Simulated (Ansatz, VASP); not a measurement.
# One calculation of PtS2, two programs

The input POSCAR:

```
PtS2
1.0
    1.7388860085      1.0039463063      5.1022483029
   -1.7388860085      1.0039463063      5.1022483029
    0.0000000000     -2.0078926090      5.1022483036
Pt S
1 2
Direct
    0.9972172688      0.9972172688      0.9972172688
    0.4252330500      0.4252330500      0.4252330500
    0.2435506812      0.2435506812      0.2435506812
```

The input INCAR.step1:

```
SYSTEM = PtS2
PREC = Accurate
ENCUT = 520
ISMEAR = -1
SIGMA = 0.03
LREAL = .False.
LASPH = .True.
NELM = 100
NBANDS = 18
GGA = PE
ALGO = Normal
EDIFF = 1E-4
LWAVE = .True.
LCHARG = .False.
```

Contents of INCAR.step2:

```
SYSTEM = PtS2
PREC = Accurate
ENCUT = 520
EDIFF = 1E-6
ISMEAR = -1
SIGMA = 0.03
LREAL = .False.
LASPH = .True.
NELM = 100
ALGO = Normal
ISIF = 2
LWAVE = .False.
LCHARG = .False.
METAGGA = R2SCAN
LMIXTAU = .True.
LUSE_VDW = .True.
IVDW_NL = 2
BPARAM = 11.95
CPARAM = 0.0093
NBANDS = 18
ISTART = 1
```

File KPOINTS:

```
regular mesh
0
Gamma
  10 10 10
  0 0 0
```

Input for Ansatz:

```yaml
crystal:
  lattice:
    - [1.7388860085, 1.0039463063, 5.1022483029]
    - [-1.7388860085, 1.0039463063, 5.1022483029]
    - [0.0, -2.007892609, 5.1022483036]
  atoms:
    - { symbol: Pt, position: [0.9972172688, 0.9972172688, 0.9972172688] }
    - { symbol: S, position: [0.42523305, 0.42523305, 0.42523305] }
    - { symbol: S, position: [0.2435506812, 0.2435506812, 0.2435506812] }
kpoints:
  mp_grid: { grid: [10, 10, 10] }
  band_path:
    path:
      - [0.0, 0.0, 0.0]
      - [-0.5, -0.5, -0.5]
      - [-0.5, -0.1924777678, -0.8075222322]
      - [-0.1924777678, 0.1924777678, -0.5]
      - [0.0, 0.0, -0.5]
      - [0.0, 0.3462388839, -0.3462388839]
      - [-0.3462388839, 0.0, -0.6537611161]
      - [-0.5, 0.0, -0.5]
    npoints: 1
hamiltonian:
  xc: r2scan
  dispersion: rvv10
scf:
  occupations: { method: fermi_dirac, width: 0.03 }
  n_extra_bands: 4
output:
  forces: true
  stress: true
  eigenvalues: true
  write_density: true
  write_potential: true
  elf: true
  volumetric_format: npy
```

Alike in both runs: task single point; functional r2SCAN; dispersion rVV10; k mesh 10 × 10 × 10; occupations fermi-dirac, width 0.03 eV; no spin polarisation.

|  | VASP | Ansatz |
| --- | --- | --- |
| version | VASP 6.6.1 | Ansatz 0.2.0 |
| potentials or method | VASP PAW PBE potentials, release 64 (Pt, S) | plane waves, PAW |
| plane-wave cutoff (eV) | 520 | 500 |
| valence electrons in the cell | 22 | 30 |

VASP gave:

| Property | Result |
| --- | --- |
| pressure (GPa) | 0.2 |
| traceless stress, the component that is largest in VASP (GPa) | 0.06 |
| rms of the force components (eV/Å) | 0.022 |

What did Ansatz give for the same quantities?

Pressure (GPa): 0.1; traceless stress, the component that is largest in VASP (GPa): 0.16; rms of the force components (eV/Å): 0.029.

VASP's potentials were made for PBE, not for r2SCAN. Atom by atom the forces differ by 0.007 eV/Å (rms over components). VASP's potentials hold 22 valence electrons a cell and Ansatz's 30, so a difference there can come from the potentials and not from the codes.

Neither program's run includes spin-orbit coupling.
